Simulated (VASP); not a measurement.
# Re (P6_3/mmc) in VASP: notebook

Re is run at these levels: BLYP; tasks: single point.

Everything below comes from runs of VASP 6.6.1. Logs are shortened: lines on timing, memory, paths and dates and some standing lists are left out, and cuts for length are marked.

## (1) The cell of the first run

It takes space group P6_3/mmc (No. 194, hexagonal). The conventional cell has a = 2.852 Å, b = 2.852 Å, c = 9.173 Å, α = 90.00°, β = 90.00°, γ = 120.00°. Re (site symmetry -3m) has 12 Re at 2.82 to 2.85 Å within 3.7 Å. Within 3.7 Å of Re (site symmetry -6m2) lie 12 Re at 2.82 to 2.85 Å.

## (2) Single point, BLYP (16.15 Å³/atom)

Input file INCAR:

```
SYSTEM = Re
AGGAC = 1.0
AGGAX = 1.0
ALDAC = 0.0
ALDAX = 1.0
ALGO = Normal
EDIFF = 1E-6
ENCUT = 520
GGA = B5
ISIF = 2
ISMEAR = -1
LASPH = .TRUE.
LCHARG = .TRUE.
LELF = .TRUE.
LREAL = .FALSE.
LVHAR = .TRUE.
LWAVE = .FALSE.
NBANDS = 22
NELM = 100
PREC = Accurate
SIGMA = 0.1
```

Input file KPOINTS:

```
k-points
0
G
  14 14 4
  0 0 0
```

Input file POSCAR:

```
Re
1.0
    2.8516206595      0.0000000000      0.0000000000
   -1.4258103297      2.4695759331      0.0000000000
    0.0000000000      0.0000000000      9.1727925986
Re
4
Direct
    1.0000000000      0.0000000000      1.0000000000
    1.0000000000      0.0000000000      0.5000000000
    0.3333333333      0.6666666667      0.2500000000
    0.6666666667      0.3333333333      0.7500000000
```

Potentials or basis: VASP PAW PBE potentials, release 64 (Re).

Command:

```
$ cat potpaw_PBE.64/Re/POTCAR > POTCAR
$ mpirun -np 1 vasp_std > vasp.out
```

OUTCAR:

```text
SYSTEM = Re
   EDIFF = 1E-6
   ENCUT = 520
   GGA = B5
   ISIF = 2
   ISMEAR = -1
   LASPH = .TRUE.
   LREAL = .FALSE.
   NELM = 100
   PREC = Accurate

 ion  position               nearest neighbor table
   1  0.000  0.000  0.000-   3 2.82   4 2.82   3 2.82   4 2.82   4 2.82   3 2.82
   2  0.000  0.000  0.500-   3 2.82   4 2.82   3 2.82   4 2.82   4 2.82   3 2.82
   3  0.333  0.667  0.250-   1 2.82   2 2.82   1 2.82   2 2.82   1 2.82   2 2.82
   4  0.667  0.333  0.750-   1 2.82   2 2.82   1 2.82   2 2.82   1 2.82   2 2.82

  LATTYP: Found a hexagonal cell.
 ALAT       =     2.8516206595
 C/A-ratio  =     3.2166945376

  Lattice vectors:

 A1 = (   2.8516206595,   0.0000000000,   0.0000000000)
 A2 = (  -1.4258103297,   2.4695759331,   0.0000000000)
 A3 = (   0.0000000000,   0.0000000000,   9.1727925986)

Analysis of symmetry for initial positions (statically):
=====================================================================
 Subroutine PRICEL returns:
 Original cell was already a primitive cell.

 Routine SETGRP: Setting up the symmetry group for a
 hexagonal supercell.

 Subroutine GETGRP returns: Found 24 space group operations
 (whereof 12 operations were pure point group operations)
 out of a pool of 24 trial point group operations.

The static configuration has the point symmetry D_3d.
 The point group associated with its full space group is D_6h.

Analysis of symmetry for dynamics (positions and initial velocities):
=====================================================================
 Subroutine PRICEL returns:
 Original cell was already a primitive cell.

 Routine SETGRP: Setting up the symmetry group for a
 hexagonal supercell.

 Subroutine GETGRP returns: Found 24 space group operations
 (whereof 12 operations were pure point group operations)
 out of a pool of 24 trial point group operations.

The dynamic configuration has the point symmetry D_3d.
 The point group associated with its full space group is D_6h.

 Subroutine INISYM returns: Found 24 space group operations
 (whereof 12 operations are pure point group operations),
 and found     1 'primitive' translations

----------------------------------------------------------------------------------------

                                     Primitive cell

  volume of cell :      64.5975

  direct lattice vectors                    reciprocal lattice vectors
     2.851620659  0.000000000  0.000000000     0.350677779  0.202463910  0.000000000
    -1.425810330  2.469575933  0.000000000     0.000000000  0.404927820  0.000000000
[... 90 lines left out ...]
   LREAL  =      F    real-space projection
   EDIFFG = 0.1E-04   stopping-criterion for IOM
   NSW    =      0    number of steps for IOM
   IBRION =     -1    ionic relax: 0-MD 1-quasi-New 2-CG
   NFREE  =      0    steps in history (QN), initial steepest desc. (CG)
   ISIF   =      2    stress and relaxation
   ISYM   =      2    0-nonsym 1-usesym 2-fastsym
   POTIM  = 0.5000    time-step for ionic-motion
   TEBEG  =    0.0;   TEEND  =   0.0 temperature during run
   PSTRESS=    0.0 pullay stress
   NELECT =      28.0000    total number of electrons
   NUPDOWN=      -1.0000    fix difference up-down
   EMIN   =  10.00;   EMAX   =-10.00  energy-range for DOS
   EFERMI =   0.00;   METHOD = LEGACY
   ISMEAR =    -1;   SIGMA  =   0.10  broadening in eV -4-tet -1-fermi 0-gaus
   EFERMI_NEDOS =   21; number of points for ismear=-14 and -15
   IALGO  =     38    algorithm
   IMIX   =      4    mixing-type and parameters
     AMIX     =   0.40;   BMIX     =  1.00
     AMIX_MAG =   1.60;   BMIX_MAG =  1.00
  volume/ion in A,a.u.               =      16.15       108.98
  Fermi-wavevector in a.u.,A,eV,Ry     =   1.238955  2.341286 20.885079  1.535010
  Thomas-Fermi vector in A             =   2.373459
   LORBIT       =      0    0 simple, 1 ext, 2 COOP (PROOUT), +10 PAW based schemes
   GGA     = B5    functional components
   LHFCALC =     F    Hartree Fock is set to
   AEXX    =    0.0000 exact exchange contribution
   IVDW    =     0    specifies the selected vdW correction
   LEPSILON=     F    determine dielectric tensor
   LRPA    =     F    only Hartree local field effects (RPA)
 non-spin polarized calculation
  energy-cutoff  :      520.00
  volume of cell :       64.60
 maximum number of plane-waves:      1766
 NGX is ok and might be reduce to    24
   NGX = 11   NGY = 11   NGZ = 35

 number of electron      28.0000003 magnetization

 Free energy of the ion-electron system (eV)
  ---------------------------------------------------
  ext. energy  EPLUGINS =         0.00000000
  ---------------------------------------------------
  free energy    TOTEN  =       -43.04101194 eV

  energy without entropy =      -42.92896005  energy(sigma->0) =      -42.98498599

 E-fermi :   7.4737     XC(G=0): -12.5298

 val. band max:        7.4712615088   @ k =   0.2857   0.0714   0.0000
 cond. band min:       7.4822947399   @ k =   0.3571   0.2857   0.2500
 fundamental gap:      0.0110332311
 Fermi energy:         7.4736835494

 k-point     1 :       0.0000    0.0000    0.0000
  band No.  band energies     occupation
      1      -1.6819      2.00000
      2       0.4726      2.00000
      3       0.5334      2.00000
      4       1.4700      2.00000
      5       5.2394      2.00000
      6       5.3292      2.00000
[... 589 lines left out ...]
     21      13.3123      0.00000
     22      13.6198      0.00000

 [... further k-points ...]

------------------------ aborting loop because EDIFF is reached ----------------------------------------

  FORCE on cell =-STRESS in cart. coord.  units (eV):
  Direction    XX          YY          ZZ          XY          YZ          ZX
  --------------------------------------------------------------------------------------
  -------------------------------------------------------------------------------------
  Total       -4.0646938     -4.0646938     -4.1956211     -0.0000000      0.0000000      0.0000000
  in kB     -100.8144310   -100.8144310   -104.0617512     -0.0000000      0.0000000      0.0000000
  external PRESSURE =    -101.8968711 kB  Pullay stress =       0.0000000 kB

 VOLUME and BASIS-vectors are now :
 -----------------------------------------------------------------------------
  energy-cutoff  :      520.00
  volume of cell :       64.60
      direct lattice vectors                 reciprocal lattice vectors
     2.851620659  0.000000000  0.000000000     0.350677779  0.202463910  0.000000000
    -1.425810330  2.469575933  0.000000000     0.000000000  0.404927820  0.000000000
     0.000000000  0.000000000  9.172792599     0.000000000  0.000000000  0.109018054

 POSITION                                       TOTAL-FORCE (eV/Angst)
 -----------------------------------------------------------------------------------
      0.00000      0.00000      0.00000        -0.000000      0.000000     -0.000000
      0.00000      0.00000      4.58640        -0.000000      0.000000     -0.000000
     -0.00000      1.64638      2.29320         0.000000      0.000000     -0.000000
      1.42581      0.82319      6.87959        -0.000000     -0.000000      0.000000
 -----------------------------------------------------------------------------------
    total drift:                               -0.000000      0.000000      0.000000

  FREE ENERGIE OF THE ION-ELECTRON SYSTEM (eV)
  ---------------------------------------------------
  free  energy   TOTEN  =       -43.0410119379 eV

  energy  without entropy=      -42.9289600493  energy(sigma->0) =      -42.98498599
```

stdout:

```text
POSCAR found type information on POSCAR Re
 POSCAR found :  1 types and       4 ions
 scaLAPACK will be used
 -----------------------------------------------------------------------------
|                                                                             |
|                                                                             |
|     You enforced a specific xc type in the INCAR file but a different       |
|     I HOPE YOU KNOW WHAT YOU ARE DOING!                                     |
|                                                                             |
 -----------------------------------------------------------------------------

 LDA part: xc-table for (Slater(with rela. corr.)+VWN5), standard interpolation
 POSCAR, INCAR and KPOINTS ok, starting setup
 FFT: planning ... GRIDC
 FFT: planning ... GRID_SOFT
 FFT: planning ... GRID
 WAVECAR not read
 entering main loop
```

Run time: 3.7 min. Hardware: 1 thread of Intel Xeon 8259CL, shared host; peak memory 0.23 GiB.

What came out:

```yaml
Free_energy: -43.0410 eV
Pressure: -10.2 GPa
Band_gap_on_the_k_mesh: zero (bands 14 and 15 overlap by 2.41 eV)
```

Caveat: the cell stands under tension; the PAW data sets were made with another functional, which shifts forces and pressure a little; spin-orbit coupling is left out, which moves the levels of the heavy elements.

## (3) Single point, BLYP (16.77 Å³/atom)

This run uses another cell than the first one, of 16.77 Å³/atom.

Input file INCAR:

```
SYSTEM = Re
PREC = Accurate
ENCUT = 520
EDIFF = 1E-6
ISMEAR = -1
SIGMA = 0.1
LREAL = .FALSE.
LASPH = .TRUE.
NELM = 80
ALGO = Normal
ISIF = 2
LWAVE = .FALSE.
LCHARG = .FALSE.
GGA = B5
ALDAX = 1.0
AGGAX = 1.0
AGGAC = 1.0
ALDAC = 0.0
NBANDS = 22
```

Input file KPOINTS:

```
Automatic mesh
0
G
  14 14 4
  0 0 0
```

Input file POSCAR:

```
Re
1.0
    2.8877209559      0.0000000000      0.0000000000
   -1.4438604779      2.5008397069      0.0000000000
    0.0000000000      0.0000000000      9.2889162248
Re
4
Direct
    1.0000000000      0.0000000000      1.0000000000
    1.0000000000      0.0000000000      0.5000000000
    0.3333333333      0.6666666667      0.2500000000
    0.6666666667      0.3333333333      0.7500000000
```

Potentials or basis: VASP PAW PBE potentials, release 64 (Re).

Command:

```
$ cat potpaw_PBE.64/Re/POTCAR > POTCAR
$ mpirun -np 1 vasp_std > vasp.out
```

It took 3.7 min on 1 thread of Intel Xeon 8259CL, shared host; peak memory 0.24 GiB.

The run converged. Its results:

| Quantity | Value |
| --- | --- |
| Free energy | -42.8079 eV |
| Pressure | -19.7 GPa |
| Band gap on the k mesh | zero (bands 14 and 15 overlap by 2.28 eV) |

Stress tensor (GPa, compression positive):
```
-19.53   0.00   0.00
  0.00 -19.53   0.00
  0.00   0.00 -20.03
```

Levels at points of the mesh, in eV from the Fermi level:
| k point | band 12 | band 13 | band 14 | band 15 | band 16 | band 17 |
| --- | --- | --- | --- | --- | --- | --- |
| (0.00, 0.00, 0.00) | -1.07 | -1.07 | -0.98 | -0.98 | 0.45 | 0.45 |
| (0.50, 0.00, 0.00) | 0.22 | 0.22 | 1.15 | 1.97 | 3.08 | 3.11 |
| (0.00, 0.00, 0.50) | -1.27 | -1.27 | -1.27 | -0.89 | -0.89 | 0.88 |
| (0.50, 0.00, 0.50) | -0.52 | 0.23 | 0.23 | 2.18 | 2.18 | 3.13 |

Caveat: the cell stands under tension; the PAW data sets were made with another functional, which shifts forces and pressure a little; spin-orbit coupling is left out, which moves the levels of the heavy elements.

## (4) Single point, BLYP (17.39 Å³/atom)

This run uses another cell than the first one, of 17.39 Å³/atom.

Input file INCAR:

```
  PREC = Accurate
  ENCUT = 520
  EDIFF = 1E-7
  ISMEAR = -1
  SIGMA = 0.1
  LREAL = False
  LASPH = True
  NELM = 80
  ALGO = Normal
  ISIF = 2
  LWAVE = False
  LCHARG = True
  GGA = B5
  ALDAX = 1.0
  AGGAX = 1.0
  AGGAC = 1.0
  ALDAC = 0.0
  LELF = True
  LVHAR = True
  NBANDS = 22
```

Input file KPOINTS:

```
regular mesh
0
Gamma
  14 14 4
```

Input file POSCAR:

```
Re
1.0
    2.9229405362      0.0000000000      0.0000000000
   -1.4614702681      2.5313407581      0.0000000000
    0.0000000000      0.0000000000      9.4022068563
Re
4
Direct
    1.0000000000      0.0000000000      1.0000000000
    1.0000000000      0.0000000000      0.5000000000
    0.3333333333      0.6666666667      0.2500000000
    0.6666666667      0.3333333333      0.7500000000
```

Command:

```
$ cat potpaw_PBE.64/Re/POTCAR > POTCAR
$ mpirun -np 1 vasp_std > vasp.out
```

Run time: 4.5 min. Hardware: 1 thread of Intel Xeon 8259CL, shared host; peak memory 0.24 GiB.

It converged, with:

```
Free energy            : -42.4426 eV
Pressure               : -27.3 GPa
Band gap on the k mesh : zero (bands 14 and 15 overlap by 2.16 eV)
```

Stress tensor (GPa, compression positive):
```
-27.06   0.00   0.00
  0.00 -27.06   0.00
  0.00   0.00 -27.72
```

Levels at points of the mesh, in eV from the Fermi level:
| k point | band 11 | band 12 | band 13 | band 14 | band 15 | band 16 | band 17 | band 18 |
| --- | --- | --- | --- | --- | --- | --- | --- | --- |
| (0.00, 0.00, 0.00) | -1.29 | -1.01 | -1.01 | -0.93 | -0.93 | 0.43 | 0.43 | 0.64 |
| (0.50, 0.00, 0.00) | -0.68 | 0.22 | 0.22 | 1.10 | 1.89 | 2.91 | 2.93 | 3.08 |
| (0.00, 0.00, 0.50) | -1.20 | -1.20 | -1.20 | -1.20 | -0.87 | -0.87 | 0.83 | 0.83 |
| (0.50, 0.00, 0.50) | -0.50 | -0.50 | 0.20 | 0.20 | 2.07 | 2.07 | 2.95 | 2.95 |

Caveat: the cell stands under tension; the PAW data sets were made with another functional, which shifts forces and pressure a little; spin-orbit coupling is left out, which moves the levels of the heavy elements.

## (5) Single point, BLYP

This run uses another cell than the first one, of 15.53 Å³/atom.

Input file INCAR:

```
PREC = Accurate
ENCUT = 520
EDIFF = 1E-6
ISMEAR = -1
SIGMA = 0.1
LREAL = F
LASPH = T
NELM = 100
ALGO = Normal
ISIF = 2
LWAVE = F
LCHARG = F
GGA = B5
ALDAX = 1.0
AGGAX = 1.0
AGGAC = 1.0
ALDAC = 0.0
NBANDS = 22
```

Input file KPOINTS:

```
Automatic mesh
0
Gamma
  17 17 5
```

Input file POSCAR:

```
Re
1.0
    2.8145824327      0.0000000000      0.0000000000
   -1.4072912163      2.4374998878      0.0000000000
    0.0000000000      0.0000000000      9.0536519367
Re
4
Direct
    1.0000000000      0.0000000000      1.0000000000
    1.0000000000      0.0000000000      0.5000000000
    0.3333333333      0.6666666667      0.2500000000
    0.6666666667      0.3333333333      0.7500000000
```

Potentials or basis: VASP PAW PBE potentials, release 64 (Re).

Command:

```
$ cat potpaw_PBE.64/Re/POTCAR > POTCAR
$ mpirun -np 1 vasp_std > vasp.out
```

OUTCAR:

```text
PREC = Accurate
   ENCUT = 520
   EDIFF = 1E-6
   ISMEAR = -1
   LREAL = F
   LASPH = T
   NELM = 100
   ISIF = 2
   GGA = B5

 ion  position               nearest neighbor table
   1  0.000  0.000  0.000-   3 2.79   4 2.79   4 2.79   3 2.79   4 2.79   3 2.79
   2  0.000  0.000  0.500-   3 2.79   4 2.79   4 2.79   3 2.79   4 2.79   3 2.79
   3  0.333  0.667  0.250-   1 2.79   2 2.79   1 2.79   2 2.79   1 2.79   2 2.79
   4  0.667  0.333  0.750-   1 2.79   2 2.79   1 2.79   2 2.79   1 2.79   2 2.79

  LATTYP: Found a hexagonal cell.
[... 802 lines left out ...]
  --------------------------------------------------------------------------------------
  -------------------------------------------------------------------------------------
  Total        0.6970310      0.6970310      0.6451897      0.0000000      0.0000000      0.0000000
  in kB       17.9796118     17.9796118     16.6423878      0.0000000      0.0000000      0.0000000
  external PRESSURE =      17.5338705 kB  Pullay stress =       0.0000000 kB

 VOLUME and BASIS-vectors are now :
 -----------------------------------------------------------------------------
  energy-cutoff  :      520.00
  volume of cell :       62.11
      direct lattice vectors                 reciprocal lattice vectors
     2.814582433  0.000000000  0.000000000     0.355292490  0.205128215  0.000000000
    -1.407291216  2.437499888  0.000000000     0.000000000  0.410256429  0.000000000
     0.000000000  0.000000000  9.053651937     0.000000000  0.000000000  0.110452667

 POSITION                                       TOTAL-FORCE (eV/Angst)
 -----------------------------------------------------------------------------------
      0.00000      0.00000      0.00000        -0.000000      0.000000      0.000000
      0.00000      0.00000      4.52683        -0.000000      0.000000      0.000000
     -0.00000      1.62500      2.26341         0.000000      0.000000      0.000000
      1.40729      0.81250      6.79024        -0.000000     -0.000000     -0.000000
 -----------------------------------------------------------------------------------
    total drift:                               -0.000000      0.000000      0.000000

  FREE ENERGIE OF THE ION-ELECTRON SYSTEM (eV)
  ---------------------------------------------------
  free  energy   TOTEN  =       -43.1130826924 eV

  energy  without entropy=      -43.0115903362  energy(sigma->0) =      -43.06233651
```

stdout:

```text
POSCAR found type information on POSCAR Re
 POSCAR found :  1 types and       4 ions
 scaLAPACK will be used
 -----------------------------------------------------------------------------
|                                                                             |
|                                                                             |
|     You enforced a specific xc type in the INCAR file but a different       |
|     I HOPE YOU KNOW WHAT YOU ARE DOING!                                     |
|                                                                             |
 -----------------------------------------------------------------------------

 LDA part: xc-table for (Slater(with rela. corr.)+VWN5), standard interpolation
 POSCAR, INCAR and KPOINTS ok, starting setup
 FFT: planning ... GRIDC
 FFT: planning ... GRID_SOFT
 FFT: planning ... GRID
 WAVECAR not read
 entering main loop
```

Wall time 5 min (1 thread of Intel Xeon 8259CL, shared host); peak memory 0.26 GiB.

What came out:

* Free energy: -43.1131 eV
* Pressure: 1.8 GPa
* Band gap on the k mesh: zero (bands 14 and 15 overlap by 2.58 eV)

Stress tensor (GPa, compression positive):
```
1.80 0.00 0.00
0.00 1.80 0.00
0.00 0.00 1.66
```

Caveat: the PAW data sets were made with another functional, which shifts forces and pressure a little; spin-orbit coupling is left out, which moves the levels of the heavy elements.

## (6) The runs side by side

| cell | k mesh | gap on the mesh (eV) | pressure (GPa) |
| --- | --- | --- | --- |
| a = 2.852, b = 2.852, c = 9.173 Å, angles 90.0, 90.0, 120.0°, 4 atoms | 14 × 14 × 4 | none | -10.2 |
| a = 2.888, b = 2.888, c = 9.289 Å, angles 90.0, 90.0, 120.0°, 4 atoms | 14 × 14 × 4 | none | -19.7 |
| a = 2.923, b = 2.923, c = 9.402 Å, angles 90.0, 90.0, 120.0°, 4 atoms | 14 × 14 × 4 | none | -27.3 |
| a = 2.815, b = 2.815, c = 9.054 Å, angles 90.0, 90.0, 120.0°, 4 atoms | 17 × 17 × 5 | none | 1.8 |

Alike in all rows: task single point; level BLYP; potentials or basis VASP PAW PBE potentials, release 64 (Re); no spin polarisation; cutoff (eV) 520; smearing fermi-dirac 0.1 eV.

Caveats: the PAW data sets were made with another functional, which shifts forces and pressure a little; spin-orbit coupling is left out, which moves the levels of the heavy elements; the cell stands under tension (at least some runs).

Total energies depend on the potentials used, so only differences within one code and one set of settings carry meaning.
